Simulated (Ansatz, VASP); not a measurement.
## One calculation of Hf, two programs

```
Hf
1.0
     3.23930    0.00000    0.00000
    -1.61965    2.80532    0.00000
     0.00000    0.00000    4.69650
Hf
2
Direct
  0.33333 0.66667 0.25000
  0.66667 0.33333 0.75000
```

Alike in both runs: task single point; functional PBEsol; k mesh 18 × 18 × 10; occupations gaussian, width 0.15 eV; no spin polarisation.

|  | VASP | Ansatz |
| --- | --- | --- |
| version | VASP 6.6.1 | Ansatz 0.2.0 |
| potentials or method | VASP PAW PBE potentials, release 64 (Hf_pv), cutoff 520 eV | scalar-relativistic, plane waves, PAW |
| valence electrons in the cell | 20 | 52 |

```csv
,VASP,Ansatz,Ansatz less VASP
gap on the k mesh at the Fermi level (eV),none,none,-
pressure (GPa),1.8,2.1,+0.38
"traceless stress, the component that is largest in VASP (GPa)",7.54,7.58,+0.044
```

VASP's potentials were made for PBE, not for PBEsol. A gap of «none» marks a metal or a gap that the smearing closes. VASP's potentials hold 20 valence electrons a cell and Ansatz's 52, so a difference there can come from the potentials and not from the codes.

Spin-orbit coupling is off throughout.
